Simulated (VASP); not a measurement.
# PbO2 (Fm-3m) in VASP: notebook

PbO2 is run at these levels: RPBE, PBEsol; tasks: density of states, vibrations by perturbation theory, elastic constants.

Everything below comes from runs of VASP 6.6.1. Logs are shortened: lines on timing, memory, paths and dates and some standing lists are left out, and cuts for length are marked.

### 1 The cell of the first run

Symmetry: Fm-3m, No. 225, cubic system. The conventional cell has a = 5.179 Å, b = 5.179 Å, c = 5.179 Å, α = 90.00°, β = 90.00°, γ = 90.00°. Pb (site symmetry m-3m) has 8 O at 2.24 Å within 3.0 Å. Within 3.0 Å of O (site symmetry -43m) lie 4 Pb at 2.24 Å and 6 O at 2.59 Å.

### 2 Density of states, RPBE, collinear spin, ferromagnetic start (volume scaled by 0.88)

Input file POSCAR:

```
PbO2
1.0
    3.6617887049      0.0000000000      0.0000000000
    1.8308943525      3.1712020417      0.0000000000
    1.8308943525      1.0570673472      2.9898379576
Pb O
1 2
Direct
    0.0000000000      0.0000000000      0.0000000000
    0.7500000000      0.7500000000      0.7500000000
    0.2500000000      0.2500000000      0.2500000000
```

Input file INCAR.step1:

```
  PREC = Accurate
  ENCUT = 520
  EDIFF = 1E-7
  ISMEAR = 0
  SIGMA = 0.1
  LREAL = False
  LASPH = True
  NELM = 150
  ALGO = Normal
  ISIF = 2
  LWAVE = False
  LCHARG = True
  ISPIN = 2
  MAGMOM = 1 0 0
  NUPDOWN = 1.0
  GGA = RP
  NBANDS = 24
```

Input file KPOINTS.step1:

```
Automatic mesh
0
Gamma
  9 9 9
```

Input file INCAR.step2:

```
  PREC = Accurate
  ENCUT = 520
  EDIFF = 1E-7
  ISMEAR = -5
  SIGMA = 0.1
  LREAL = False
  LASPH = True
  NELM = 150
  ALGO = Normal
  ISIF = 2
  LWAVE = False
  LCHARG = False
  ISPIN = 2
  MAGMOM = 1 0 0
  LORBIT = 11
  NUPDOWN = 1.0
  GGA = RP
  NEDOS = 2001
  ICHARG = 11
```

Input file KPOINTS.step2:

```
Automatic mesh
0
Gamma
  14 14 14
```

Potentials or basis: VASP PAW PBE potentials, release 64 (Pb_d, O).

Command:

```bash
> cat potpaw_PBE.64/Pb_d/POTCAR potpaw_PBE.64/O/POTCAR > POTCAR
> cp INCAR.step1 INCAR
> cp KPOINTS.step1 KPOINTS
> mpirun -np 1 vasp_std > vasp.out
> cp INCAR.step2 INCAR
> cp KPOINTS.step2 KPOINTS
> mpirun -np 1 vasp_std > vasp.out
```

OUTCAR:

```text
PREC = Accurate
   ENCUT = 520
   EDIFF = 1E-7
   ISMEAR = -5
   LREAL = False
   LASPH = True
   NELM = 150
   ISIF = 2
   ISPIN = 2
   LORBIT = 11
   NUPDOWN = 1.0
   GGA = RP
   ICHARG = 11

 ion  position               nearest neighbor table
   1  0.000  0.000  0.000-   2 2.24   3 2.24   3 2.24   2 2.24   3 2.24   2 2.24   3 2.24   2 2.24

   2  0.750  0.750  0.750-   1 2.24   1 2.24   1 2.24   1 2.24
   3  0.250  0.250  0.250-   1 2.24   1 2.24   1 2.24   1 2.24

  LATTYP: Found a face centered cubic cell.
 ALAT       =     5.1785512490

  Lattice vectors:

 A1 = (   3.6617887049,   0.0000000000,   0.0000000000)
 A2 = (   1.8308943525,   3.1712020417,   0.0000000000)
 A3 = (   1.8308943525,   1.0570673472,   2.9898379576)

Analysis of symmetry for initial positions (statically):
=====================================================================
 Subroutine PRICEL returns:
 Original cell was already a primitive cell.

 Routine SETGRP: Setting up the symmetry group for a
 face centered cubic supercell.

 Subroutine GETGRP returns: Found 48 space group operations
 (whereof 48 operations were pure point group operations)
 out of a pool of 48 trial point group operations.

The static configuration has the point symmetry O_h .

Analysis of symmetry for dynamics (positions and initial velocities):
=====================================================================
 Subroutine PRICEL returns:
 Original cell was already a primitive cell.

 Routine SETGRP: Setting up the symmetry group for a
 face centered cubic supercell.

 Subroutine GETGRP returns: Found 48 space group operations
 (whereof 48 operations were pure point group operations)
 out of a pool of 48 trial point group operations.

The dynamic configuration has the point symmetry O_h .

Analysis of structural, dynamic, and magnetic symmetry:
=====================================================================
 Subroutine PRICEL returns:
 Original cell was already a primitive cell.

 Routine SETGRP: Setting up the symmetry group for a
 face centered cubic supercell.

 Subroutine GETGRP returns: Found 48 space group operations
 (whereof 48 operations were pure point group operations)
 out of a pool of 48 trial point group operations.

The overall configuration has the point symmetry O_h .

 Subroutine INISYM returns: Found 48 space group operations
 (whereof 48 operations are pure point group operations),
 and found     1 'primitive' translations

----------------------------------------------------------------------------------------

                                     Primitive cell

  volume of cell :      34.7188

  direct lattice vectors                    reciprocal lattice vectors
     3.661788705  0.000000000  0.000000000     0.273090580 -0.157668920 -0.111488762
     1.830894353  3.171202042  0.000000000     0.000000000  0.315337839 -0.111488762
     1.830894353  1.057067347  2.989837958     0.000000000  0.000000000  0.334466287

  length of vectors
     3.661788705  3.661788705  3.661788705     0.334466287  0.334466287  0.334466287

  position of ions in fractional coordinates (direct lattice)
     0.000000000  0.000000000  0.000000000
     0.750000000  0.750000000  0.750000000
     0.250000000  0.250000000  0.250000000

  ion indices of the primitive-cell ions
   primitive index   ion index
                 1           1
                 2           2
                 3           3

----------------------------------------------------------------------------------------

 KPOINTS: Automatic mesh

Automatic generation of k-mesh.
 Grid dimensions read from file:
 generate k-points for:   14   14   14

 Generating k-lattice:

  Cartesian coordinates                     Fractional coordinates (reciprocal lattice)
     0.019506470 -0.011262066 -0.007963483     0.071428571  0.000000000  0.000000000
     0.000000000  0.022524131 -0.007963483     0.000000000  0.071428571  0.000000000
     0.000000000  0.000000000  0.023890449     0.000000000  0.000000000  0.071428571

  Length of vectors
     0.023890449  0.023890449  0.023890449

  Shift w.r.t. Gamma in fractional coordinates (k-lattice)
     0.000000000  0.000000000  0.000000000

 TETIRR: Found    389 inequivalent tetrahedra from    16464

 Subroutine IBZKPT returns following result:
 ===========================================

 Found    104 irreducible k-points:

 Following reciprocal coordinates:
            Coordinates               Weight
  0.000000  0.000000  0.000000      1.000000
  0.071429  0.000000 -0.000000      8.000000
  0.142857 -0.000000  0.000000      8.000000
  0.214286 -0.000000  0.000000      8.000000
  0.285714 -0.000000  0.000000      8.000000
  0.357143 -0.000000  0.000000      8.000000
[... 16 lines left out ...]
  0.214286  0.142857  0.000000     24.000000
  0.285714  0.142857 -0.000000     24.000000
 [... further k-points ...]
   k-points           NKPTS =    104   k-points in BZ     NKDIM =    104   number of bands    NBANDS=     18
   number of dos      NEDOS =   2001   number of ions     NIONS =      3
   total plane-waves  NPLWV =  21952
   dimension x,y,z NGX =    28 NGY =   28 NGZ =   28
   dimension x,y,z NGXF=    56 NGYF=   56 NGZF=   56
   ions per type =               1   2
   NGX,Y,Z   is equivalent  to a cutoff of  12.71, 12.71, 12.71 a.u.
   NGXF,Y,Z  is equivalent  to a cutoff of  25.42, 25.42, 25.42 a.u.
 SYSTEM =  unknown system
   PREC   = accura    normal or accurate (medium, high low for compatibility)
   ISTART =      0    job   : 0-new  1-cont  2-samecut
   ICHARG =     11    charge: 1-file 2-atom 10-const
   ISPIN  =      2    spin polarized calculation?
   LNONCOLLINEAR =      F non collinear calculations
   LSORBIT =      F    spin-orbit coupling
   LASPH  =      T    aspherical Exc in radial PAW
   ENCUT  =  520.0 eV  38.22 Ry    6.18 a.u.   6.81  6.81  6.81*2*pi/ulx,y,z
   NELM   =    150;   NELMIN=  2; NELMDL=  0     # of ELM steps
   EDIFF  = 0.1E-06   stopping-criterion for ELM
   LREAL  =      F    real-space projection
   EDIFFG = 0.1E-05   stopping-criterion for IOM
   NSW    =      0    number of steps for IOM
   IBRION =     -1    ionic relax: 0-MD 1-quasi-New 2-CG
   NFREE  =      0    steps in history (QN), initial steepest desc. (CG)
   ISIF   =      2    stress and relaxation
   ISYM   =      2    0-nonsym 1-usesym 2-fastsym
   POTIM  = 0.5000    time-step for ionic-motion
   TEBEG  =    0.0;   TEEND  =   0.0 temperature during run
   PSTRESS=    0.0 pullay stress
   NELECT =      26.0000    total number of electrons
   NUPDOWN=       1.0000    fix difference up-down
   EMIN   =  10.00;   EMAX   =-10.00  energy-range for DOS
   EFERMI =   0.00;   METHOD = LEGACY
   ISMEAR =    -5;   SIGMA  =   0.10  broadening in eV -4-tet -1-fermi 0-gaus
   EFERMI_NEDOS =   21; number of points for ismear=-14 and -15
   IALGO  =     38    algorithm
   IMIX   =      4    mixing-type and parameters
     AMIX     =   0.40;   BMIX     =  1.00
     AMIX_MAG =   1.60;   BMIX_MAG =  1.00
  volume/ion in A,a.u.               =      11.57        78.10
  Fermi-wavevector in a.u.,A,eV,Ry     =   1.486658  2.809376 30.070934  2.210151
  Thomas-Fermi vector in A             =   2.599916
   LORBIT       =     11    0 simple, 1 ext, 2 COOP (PROOUT), +10 PAW based schemes
   GGA     = RP    functional components
   LHFCALC =     F    Hartree Fock is set to
   AEXX    =    0.0000 exact exchange contribution
   IVDW    =     0    specifies the selected vdW correction
   LEPSILON=     F    determine dielectric tensor
   LRPA    =     F    only Hartree local field effects (RPA)
 spin polarized calculation
 Fermi weights with tetrahedron method with Bloechl corrections
  energy-cutoff  :      520.00
  volume of cell :       34.72
 maximum number of plane-waves:       950

 number of electron      25.9999995 magnetization       1.0000000

 Free energy of the ion-electron system (eV)
  ---------------------------------------------------
  ext. energy  EPLUGINS =         0.00000000
  ---------------------------------------------------
  free energy    TOTEN  =       -12.75830287 eV

  energy without entropy =      -12.75830287  energy(sigma->0) =      -12.75830287

 E-fermi :   7.0946     XC(G=0): -11.6423

 val. band max:       10.0558223296   @ k =   0.4286   0.1429   0.0714
 cond. band min:       7.0965443802   @ k =   0.5000   0.2857   0.0714
 fundamental gap:     -2.9592779494
 Fermi energy:        10.0620159220

 spin component 1

 k-point     1 :       0.0000    0.0000    0.0000
  band No.  band energies     occupation
      1     -12.6029      1.00000
      2      -9.1585      1.00000
      3      -8.2000      1.00000
      4      -8.2000      1.00000
      5      -8.2000      1.00000
      6      -7.7535      1.00000
[... 10 lines left out ...]
     17      14.9495      0.00000
     18      20.2260      0.00000

 k-point     2 :       0.0714    0.0000   -0.0000
  band No.  band energies     occupation
      1     -12.5536      1.00000
      2      -9.3844      1.00000
      3      -8.1893      1.00000
      4      -8.1893      1.00000
      5      -7.9575      1.00000
      6      -7.7547      1.00000
[... 10 lines left out ...]
     17      15.0744      0.00000
     18      20.6966      0.00000

 k-point     3 :       0.1429   -0.0000    0.0000
  band No.  band energies     occupation
      1     -12.4125      1.00000
      2      -9.7773      1.00000
      3      -8.1609      1.00000
      4      -8.1609      1.00000
      5      -7.7565      1.00000
      6      -7.7565      1.00000
[... 412 lines left out ...]
 k-point    23 :       0.2143    0.1429    0.0000
  band No.  band energies     occupation
      1     -12.1825      1.00000
      2     -10.2023      1.00000
      3      -8.0880      1.00000
      4      -8.0846      1.00000
      5      -7.8025      1.00000
      6      -7.7251      1.00000
[... 10 lines left out ...]
     17      16.3384      0.00000
     18      22.0694      0.00000

 k-point    24 :       0.2857    0.1429   -0.0000
  band No.  band energies     occupation
      1     -11.9655      1.00000
      2     -10.4685      1.00000
      3      -8.0505      1.00000
      4      -8.0300      1.00000
      5      -7.8029      1.00000
      6      -7.7121      1.00000
[... 10 lines left out ...]
     17      16.9236      0.00000
     18      21.8351      0.00000

 [... further k-points ...]

 spin component 2

 k-point     1 :       0.0000    0.0000    0.0000
  band No.  band energies     occupation
      1     -12.0788      1.00000
      2      -8.4571      1.00000
      3      -8.1023      1.00000
      4      -8.1023      1.00000
      5      -8.1023      1.00000
      6      -7.6567      1.00000
[... 10 lines left out ...]
     17      15.1228      0.00000
     18      20.3411      0.00000

 k-point     2 :       0.0714    0.0000   -0.0000
  band No.  band energies     occupation
      1     -12.0276      1.00000
      2      -8.8212      1.00000
      3      -8.0919      1.00000
      4      -8.0919      1.00000
      5      -7.7231      1.00000
      6      -7.6579      1.00000
[... 10 lines left out ...]
     17      15.2526      0.00000
     18      20.8172      0.00000

 k-point     3 :       0.1429   -0.0000    0.0000
  band No.  band energies     occupation
      1     -11.8814      1.00000
      2      -9.2692      1.00000
      3      -8.0641      1.00000
      4      -8.0641      1.00000
      5      -7.6595      1.00000
      6      -7.6595      1.00000
[... 412 lines left out ...]
 k-point    23 :       0.2143    0.1429    0.0000
  band No.  band energies     occupation
      1     -11.6419      1.00000
      2      -9.7220      1.00000
      3      -7.9928      1.00000
      4      -7.9887      1.00000
      5      -7.7041      1.00000
      6      -7.6284      1.00000
[... 10 lines left out ...]
     17      16.5848      0.00000
     18      22.2738      0.00000

 k-point    24 :       0.2857    0.1429   -0.0000
  band No.  band energies     occupation
      1     -11.4192      1.00000
      2      -9.9881      1.00000
      3      -7.9560      1.00000
      4      -7.9318      1.00000
      5      -7.7043      1.00000
      6      -7.6159      1.00000
[... 10 lines left out ...]
     17      17.1960      0.00000
     18      22.0614      0.00000

 [... further k-points ...]
[... 5 lines left out ...]
  --------------------------------------------------------------------------------------
  -------------------------------------------------------------------------------------
  Total        9.5927920      9.5927920      9.5927920      0.0000000     -0.0000000      0.0000000
  in kB      442.6808813    442.6808813    442.6808813      0.0000000     -0.0000000      0.0000000
  external PRESSURE =     442.6808813 kB  Pullay stress =       0.0000000 kB

 VOLUME and BASIS-vectors are now :
 -----------------------------------------------------------------------------
  energy-cutoff  :      520.00
  volume of cell :       34.72
      direct lattice vectors                 reciprocal lattice vectors
     3.661788705  0.000000000  0.000000000     0.273090580 -0.157668920 -0.111488762
     1.830894353  3.171202042  0.000000000     0.000000000  0.315337839 -0.111488762
     1.830894353  1.057067347  2.989837958     0.000000000  0.000000000  0.334466287

 POSITION                                       TOTAL-FORCE (eV/Angst)
 -----------------------------------------------------------------------------------
      0.00000      0.00000      0.00000         0.000000      0.000000      0.000000
      5.49268      3.17120      2.24238         0.000000      0.000000      0.000000
      1.83089      1.05707      0.74746        -0.000000     -0.000000     -0.000000
 -----------------------------------------------------------------------------------
    total drift:                                0.000000      0.000000     -0.000000

  FREE ENERGIE OF THE ION-ELECTRON SYSTEM (eV)
  ---------------------------------------------------
  free  energy   TOTEN  =       -12.7583028673 eV

  energy  without entropy=      -12.7583028673  energy(sigma->0) =      -12.75830287

 total charge

# of ion       s       p       d       tot
------------------------------------------
    1        1.155   0.750  10.029  11.934
    2        1.609   3.402   0.000   5.011
    3        1.609   3.402   0.000   5.011
--------------------------------------------------
tot          4.373   7.554  10.029  21.955

 magnetization (x)

# of ion       s       p       d       tot
------------------------------------------
    1        0.172  -0.017   0.019   0.173
    2        0.013   0.343   0.000   0.356
    3        0.013   0.343   0.000   0.356
--------------------------------------------------
tot          0.198   0.669   0.019   0.886
```

Run time: 2.3 min. Hardware: 1 thread of Intel Xeon Platinum 8259CL at 2.50GHz (Skylake/Cascade Lake), shared host; peak memory 0.24 GiB.

Results:

| Property | Result |
| --- | --- |
| Net moment | 1.00 μB per cell |
| Site moments | Pb +0.17; O +0.36 μB |
| Valence electrons inside the program's atomic spheres | Pb 11.93; O 5.01 |

Caveat: the cell differs from its parent crystal (volume scaled by 0.88); the PAW data sets were made with another functional, which shifts forces and pressure a little; spin-orbit coupling is left out, which moves the levels of the heavy elements; the total moment is fixed, so each spin has its own Fermi level.

### 3 Density of states, PBEsol

This run uses another cell than the first one, of 13.15 Å³/atom, 1.136 times its volume.

Input file POSCAR:

```
PbO2
1.0
    0.0000000000      2.7019920000      2.7019920000
    2.7019920000      0.0000000000      2.7019920000
    2.7019920000      2.7019920000      0.0000000000
Pb O
1 2
Direct
    0.0000000000      0.0000000000      0.0000000000
    0.7500000000      0.7500000000      0.7500000000
    0.2500000000      0.2500000000      0.2500000000
```

Input file INCAR.step1:

```
PREC = Accurate
ENCUT = 520
EDIFF = 1E-6
ISMEAR = -1
SIGMA = 0.05
LREAL = False
LASPH = True
NELM = 80
ALGO = Normal
ISIF = 2
LWAVE = False
LCHARG = True
GGA = PS
NBANDS = 20
```

KPOINTS.step1 is that of step 2.

Input file INCAR.step2:

```
PREC = Accurate
ENCUT = 520
EDIFF = 1E-6
ISMEAR = -5
SIGMA = 0.05
LREAL = False
LASPH = True
NELM = 80
ALGO = Normal
ISIF = 2
LWAVE = False
LCHARG = False
GGA = PS
LORBIT = 10
NBANDS = 20
NEDOS = 1001
ICHARG = 11
```

KPOINTS.step2 is that of step 2.

Potentials or basis: VASP PAW PBE potentials, release 64 (Pb_d, O).

Command:

```bash
> cat potpaw_PBE.64/Pb_d/POTCAR potpaw_PBE.64/O/POTCAR > POTCAR
> cp INCAR.step1 INCAR
> cp KPOINTS.step1 KPOINTS
> mpirun -np 1 vasp_std > vasp.out
> cp INCAR.step2 INCAR
> cp KPOINTS.step2 KPOINTS
> mpirun -np 1 vasp_std > vasp.out
```

Run time: 28 s. Hardware: 1 thread of Intel Xeon 6975P-C (Granite Rapids), shared host; peak memory 0.2 GiB.

Results (log left out):

```
Valence electrons inside the program's atomic spheres : Pb 11.70; O 4.91
```

Levels at points of the mesh, in eV from the Fermi level:
| k point | band 11 | band 12 | band 13 | band 14 | band 15 | band 16 |
| --- | --- | --- | --- | --- | --- | --- |
| (0.00, 0.00, 0.00) | -1.93 | -1.16 | -1.16 | -1.16 | 6.89 | 6.89 |
| (0.50, 0.00, 0.00) | -2.75 | -1.37 | -1.37 | 2.61 | 7.05 | 9.44 |
| (0.50, 0.50, 0.00) | -0.19 | -0.08 | -0.08 | 1.66 | 6.12 | 9.27 |

Caveat: the PAW data sets were made with another functional, which shifts forces and pressure a little; spin-orbit coupling is left out, which moves the levels of the heavy elements; tetrahedron occupations give inexact forces and stress in metals.

(Continued in part 2 of 2.)
